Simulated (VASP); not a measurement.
# GaP (F-43m) in VASP: single point with HSE06

Aim: the single point of GaP with HSE06.

Everything below comes from runs of VASP 6.6.1. Logs are shortened: lines on timing, memory, paths and dates and some standing lists are left out, and cuts for length are marked.

**1. The cell of the first run**

Symmetry: F-43m, No. 216, cubic system. Conventional cell: a = 5.465 Å, b = 5.465 Å, c = 5.465 Å, α = 90.00°, β = 90.00°, γ = 90.00°. Ga (site symmetry -43m) has 4 P at 2.37 Å within 3.1 Å. Within 3.1 Å of P (site symmetry -43m) lie 4 Ga at 2.37 Å.

**2. Single point, HSE06**

The input, POSCAR:

```
GaP
1.0
    0.0000000000      2.7327335932      2.7327335932
    2.7327335932      0.0000000000      2.7327335932
    2.7327335932      2.7327335932      0.0000000000
Ga P
1 1
Direct
    0.0000000000      0.0000000000      0.0000000000
    0.2500000000      0.2500000000      0.2500000000
```

The input, INCAR.step1:

```
ALGO     = Normal         # electronic algorithm
EDIFF    = 1E-5           # SCF threshold, eV
ENCUT    = 520            # plane-wave cutoff, eV
GGA      = PE             # functional
ISIF     = 2              # what is computed and relaxed
ISMEAR   = 0              # smearing method
LASPH    = True           # aspherical terms in the spheres
LCHARG   = False          # write CHGCAR
LREAL    = False          # projectors in reciprocal space
LWAVE    = True           # write WAVECAR
NBANDS   = 16             # bands
NELM     = 100            # most SCF steps
PREC     = Accurate       # precision mode
SIGMA    = 0.01           # smearing width, eV
```

The input, INCAR.step2:

```
ALGO     = Normal         # electronic algorithm
EDIFF    = 1E-7           # SCF threshold, eV
ENCUT    = 520            # plane-wave cutoff, eV
GGA      = PE             # functional
HFSCREEN = 0.2079         # screening, 1/A
ISIF     = 2              # what is computed and relaxed
ISMEAR   = 0              # smearing method
ISTART   = 1            
LASPH    = True           # aspherical terms in the spheres
LCHARG   = False          # write CHGCAR
LHFCALC  = True           # exact exchange
LREAL    = False          # projectors in reciprocal space
LWAVE    = False          # write WAVECAR
NBANDS   = 16             # bands
NELM     = 100            # most SCF steps
PREC     = Accurate       # precision mode
PRECFOCK = Normal       
SIGMA    = 0.01           # smearing width, eV
```

The input, KPOINTS:

```
k-points
0
Gamma
  6 6 6
```

Potentials or basis: VASP PAW PBE potentials, release 64 (Ga_d, P).

The run is started by

```
$ cat potpaw_PBE.64/Ga_d/POTCAR potpaw_PBE.64/P/POTCAR > POTCAR
$ cp INCAR.step1 INCAR
$ mpirun -np 1 vasp_std > vasp.out
$ cp INCAR.step2 INCAR
$ mpirun -np 1 vasp_std > vasp.out
```

OUTCAR:

```text
EDIFF = 1E-7
   ENCUT = 520
   GGA = PE
   HFSCREEN = 0.2079
   ISIF = 2
   ISMEAR = 0
   ISTART = 1
   LASPH = True
   LHFCALC = True
   LREAL = False
   NELM = 100
   PREC = Accurate
   PRECFOCK = Normal

 ion  position               nearest neighbor table
   1  0.000  0.000  0.000-   2 2.37   2 2.37   2 2.37   2 2.37
   2  0.250  0.250  0.250-   1 2.37   1 2.37   1 2.37   1 2.37

  LATTYP: Found a face centered cubic cell.
 ALAT       =     5.4654671864

  Lattice vectors:

 A1 = (   0.0000000000,   2.7327335932,   2.7327335932)
 A2 = (   2.7327335932,   0.0000000000,   2.7327335932)
 A3 = (   2.7327335932,   2.7327335932,   0.0000000000)

Analysis of symmetry for initial positions (statically):
=====================================================================
 Subroutine PRICEL returns:
 Original cell was already a primitive cell.

 Routine SETGRP: Setting up the symmetry group for a
 face centered cubic supercell.

 Subroutine GETGRP returns: Found 24 space group operations
 (whereof 24 operations were pure point group operations)
 out of a pool of 48 trial point group operations.

The static configuration has the point symmetry T_d .

Analysis of symmetry for dynamics (positions and initial velocities):
=====================================================================
 Subroutine PRICEL returns:
 Original cell was already a primitive cell.

 Routine SETGRP: Setting up the symmetry group for a
 face centered cubic supercell.

 Subroutine GETGRP returns: Found 24 space group operations
 (whereof 24 operations were pure point group operations)
 out of a pool of 48 trial point group operations.

The dynamic configuration has the point symmetry T_d .

 Subroutine INISYM returns: Found 24 space group operations
 (whereof 24 operations are pure point group operations),
 and found     1 'primitive' translations

----------------------------------------------------------------------------------------

                                     Primitive cell

  volume of cell :      40.8152

  direct lattice vectors                    reciprocal lattice vectors
     0.000000000  2.732733593  2.732733593    -0.182966975  0.182966975  0.182966975
     2.732733593  0.000000000  2.732733593     0.182966975 -0.182966975  0.182966975
[... 82 lines left out ...]
   ISIF   =      2    stress and relaxation
   ISYM   =      3    0-nonsym 1-usesym 2-fastsym
   POTIM  = 0.5000    time-step for ionic-motion
   TEBEG  =    0.0;   TEEND  =   0.0 temperature during run
   PSTRESS=    0.0 pullay stress
   NELECT =      18.0000    total number of electrons
   NUPDOWN=      -1.0000    fix difference up-down
   EMIN   =  10.00;   EMAX   =-10.00  energy-range for DOS
   EFERMI =   0.00;   METHOD = LEGACY
   ISMEAR =     0;   SIGMA  =   0.01  broadening in eV -4-tet -1-fermi 0-gaus
   EFERMI_NEDOS =   21; number of points for ismear=-14 and -15
   IALGO  =     38    algorithm
   IMIX   =      1    mixing-type and parameters
     AMIX     =   0.40;   BMIX     =  1.00
     AMIX_MAG =   1.60;   BMIX_MAG =  1.00
  volume/ion in A,a.u.               =      20.41       137.72
  Fermi-wavevector in a.u.,A,eV,Ry     =   1.246116  2.354817 21.127186  1.552804
  Thomas-Fermi vector in A             =   2.380308
   LORBIT       =      0    0 simple, 1 ext, 2 COOP (PROOUT), +10 PAW based schemes
   GGA     = PE    functional components
   LHFCALC =     T    Hartree Fock is set to
   PRECFOCK=normal    Normal, Fast or Accurate (Low or Medium for compatibility)
   ENCUT4O =  -1.0   cutoff for four orbital integrals eV
   NKREDX  =     1    reduce k-point grid by
   NKREDY  =     1    reduce k-point grid by
   NKREDZ  =     1    reduce k-point grid by
   AEXX    =    0.2500 exact exchange contribution
   HFSCREEN=    0.2079 screening length (either q_TF or 0.3 A-1)
   HFSCREENC=   0.2079 screening length for correlation (either q_TF or 0.3 A-1)
   ENCUTFOCK=  -1.0 apply spherical cutoff to Coloumb kernel
   IVDW    =     0    specifies the selected vdW correction
   LEPSILON=     F    determine dielectric tensor
   LRPA    =     F    only Hartree local field effects (RPA)
 non-spin polarized calculation
 Gauss-broadening in eV      SIGMA  =   0.01
  energy-cutoff  :      520.00
  volume of cell :       40.82
 maximum number of plane-waves:      1113
 NGX is ok and might be reduce to    30
  NGX = 24; NGY = 24; NGZ = 24

 number of electron      17.9999991 magnetization

 Free energy of the ion-electron system (eV)
  ---------------------------------------------------
  ext. energy  EPLUGINS =         0.00000000
  ---------------------------------------------------
  free energy    TOTEN  =       -10.78041266 eV

  energy without entropy =      -10.78041266  energy(sigma->0) =      -10.78041266

 E-fermi :   4.2228     XC(G=0):  -8.1272

 val. band max:        4.1330213245   @ k =   0.0000   0.0000   0.0000
 cond. band min:       6.4421960444   @ k =   0.5000   0.5000   0.0000
 fundamental gap:      2.3091747199
 Fermi energy:         4.2228024278

 k-point     1 :       0.0000    0.0000    0.0000
  band No.  band energies     occupation
      1     -12.9118      2.00000
      2     -12.9118      2.00000
      3     -12.9118      2.00000
      4     -12.8131      2.00000
      5     -12.8131      2.00000
      6      -9.5819      2.00000
[... 281 lines left out ...]
      3     -12.8567      2.00000
      4     -12.8319      2.00000
      5     -12.8019      2.00000
      6      -6.3504      2.00000
[... 8 lines left out ...]
     15      17.3838      0.00000
     16      19.1284      0.00000

------------------------ aborting loop because EDIFF is reached ----------------------------------------

  FORCE on cell =-STRESS in cart. coord.  units (eV):
  Direction    XX          YY          ZZ          XY          YZ          ZX
  --------------------------------------------------------------------------------------
  -------------------------------------------------------------------------------------
  Total       -0.0456070     -0.0456070     -0.0456070     -0.0000000     -0.0000000      0.0000000
  in kB       -1.7902785     -1.7902785     -1.7902785     -0.0000000     -0.0000000      0.0000000
  external PRESSURE =      -1.7902785 kB  Pullay stress =       0.0000000 kB

 VOLUME and BASIS-vectors are now :
 -----------------------------------------------------------------------------
  energy-cutoff  :      520.00
  volume of cell :       40.82
      direct lattice vectors                 reciprocal lattice vectors
     0.000000000  2.732733593  2.732733593    -0.182966975  0.182966975  0.182966975
     2.732733593  0.000000000  2.732733593     0.182966975 -0.182966975  0.182966975
     2.732733593  2.732733593  0.000000000     0.182966975  0.182966975 -0.182966975

 POSITION                                       TOTAL-FORCE (eV/Angst)
 -----------------------------------------------------------------------------------
      0.00000      0.00000      0.00000        -0.000000      0.000000     -0.000000
      1.36637      1.36637      1.36637         0.000000     -0.000000      0.000000
 -----------------------------------------------------------------------------------
    total drift:                               -0.000011     -0.000016     -0.000010

  FREE ENERGIE OF THE ION-ELECTRON SYSTEM (eV)
  ---------------------------------------------------
  free  energy   TOTEN  =       -10.7804126638 eV

  energy  without entropy=      -10.7804126638  energy(sigma->0) =      -10.78041266
```

Run time: 52 min. Hardware: 1 thread of Intel Xeon Platinum 8488C (Sapphire Rapids), shared host; peak memory 0.29 GiB.

Results:

```
Free energy            : -10.7804 eV
Pressure               : -0.2 GPa
Band gap on the k mesh : 2.31 eV (least direct gap 2.72 eV)
```

Caveat: the PAW data sets were made with another functional, which shifts forces and pressure a little.
